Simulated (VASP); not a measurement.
The system is Be2C.

```
C Be
1.0
     0.00000    2.16049    2.16049
     2.16049    0.00000    2.16049
     2.16049    2.16049    0.00000
C Be
1 2
Direct
  0.00000 0.00000 0.00000
  0.25000 0.25000 0.25000
  0.75000 0.75000 0.75000
```

Base run:

```yaml
Program: VASP 6.6.1
Functional: PBE0
Potentials_or_basis: VASP PAW PBE potentials, release 64 (C, Be)
Cutoff: 520 eV
k_mesh: 8 × 8 × 8
Occupations: gaussian, width 0.01 eV
Spin: no spin polarisation
```

Its results: band gap on the k mesh 2.60 eV (least direct gap 5.82 eV); pressure -1.9 GPa.

Task: After a change of settings the same cell gave: band gap on the k mesh 1.16 eV (least direct gap 4.14 eV); pressure 1.3 GPa. Which change was it?
A. functional from PBE0 to r2SCAN; cutoff from 520 eV to 660 eV; k mesh from 8 × 8 × 8 to 10 × 10 × 10
B. functional from PBE0 to PBE; cutoff from 520 eV to 600 eV; k mesh from 8 × 8 × 8 to 6 × 6 × 6
C. functional from PBE0 to HSE06

Result: B.

Caveats: the PAW data sets were made with another functional, which shifts forces and pressure a little (at least some runs).
